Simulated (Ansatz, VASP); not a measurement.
## BiTe in VASP and in Ansatz

```
Bi Te
1.0
     0.00000    3.19715    3.19715
     3.19715    0.00000    3.19715
     3.19715    3.19715    0.00000
Bi Te
1 1
Direct
  0.00000 0.00000 0.00000
  0.49218 0.49218 0.50782
```

Change from the starting cell: all Te atoms moved +0.050 Å, as atom 2 towards its neighbour atom 1 (Bi) at 3.197 Å.

Alike in both runs: task single point; functional PBEsol; k mesh 16 × 16 × 16; occupations gaussian, width 0.15 eV; no spin polarisation.

```csv
,VASP,Ansatz
version,VASP 6.6.1,Ansatz 0.2.0
potentials or method,"VASP PAW PBE potentials, release 64 (Bi_d, Te), cutoff 520 eV","scalar-relativistic, plane waves, PAW"
valence electrons in the cell,21,31
```

|  | VASP | Ansatz | Ansatz less VASP |
| --- | --- | --- | --- |
| gap on the k mesh at the Fermi level (eV) | none | none | - |
| pressure (GPa) | 0.1 | 0.1 | +0.02 |
| rms of the force components (eV/Å) | 0.087 | 0.086 | -0.0007 |

VASP's potentials were made for PBE, not for PBEsol. Atom by atom the forces differ by 0.001 eV/Å (rms over components). A gap of «none» marks a metal or a gap that the smearing closes. VASP's potentials hold 21 valence electrons a cell and Ansatz's 31, so a difference there can come from the potentials and not from the codes.

Neither program's run includes spin-orbit coupling.
